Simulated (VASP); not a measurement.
A run of VASP 6.6.1 is set up as follows.

INCAR

```
PREC = Accurate ; ENCUT = 520
EDIFF = 1E-7 ; ISMEAR = 0
SIGMA = 0.1 ; LREAL = F
LASPH = T ; NELM = 60
ALGO = Normal ; ISIF = 2
LWAVE = F ; LCHARG = T
GGA = PE ; LELF = T
LVHAR = T ; NBANDS = 34
```

Contents of KPOINTS:

```
regular mesh
0
Gamma
  6 6 2
```

The input POSCAR:

```
Si3Ge2Pt
1.0
    4.7458081329     -0.0000000039      0.0000000000
   -2.3729040631      4.1099904065      0.0000000000
    0.0000000000      0.0000000000      9.2404364587
Si Ge Pt
3 2 1
Direct
    0.0000000000      0.0000000000      0.7587279154
    0.0000000000      0.0000000000      0.2412720846
    0.0000000000      0.0000000000      0.0000000000
    0.3333333333      0.6666666667      0.5000000000
    0.6666666667      0.3333333333      0.5000000000
    0.0000000000      0.0000000000      0.5000000000
```

Potentials or basis: VASP PAW PBE potentials, release 64 (Si, Ge_d, Pt).

The run is started by

```bash
$ cat potpaw_PBE.64/Si/POTCAR potpaw_PBE.64/Ge_d/POTCAR potpaw_PBE.64/Pt/POTCAR > POTCAR
$ mpirun -np 1 vasp_std > vasp.out
```

Task: What does it give for the band gap on the k mesh?

Result: Zero (band 25 reaches 3.32 eV, above the bottom of band 26 at 2.22 eV).

Task: What does it give for the largest force?

Result: 0.022 eV/Å.

Task: What does it give for the pressure?

Result: 0.0 GPa.

Stress tensor (GPa, compression positive):
```
 0.04  0.00  0.00
 0.00  0.04  0.00
 0.00  0.00 -0.09
```

Caveat: spin-orbit coupling is left out, which moves the levels of the heavy elements.
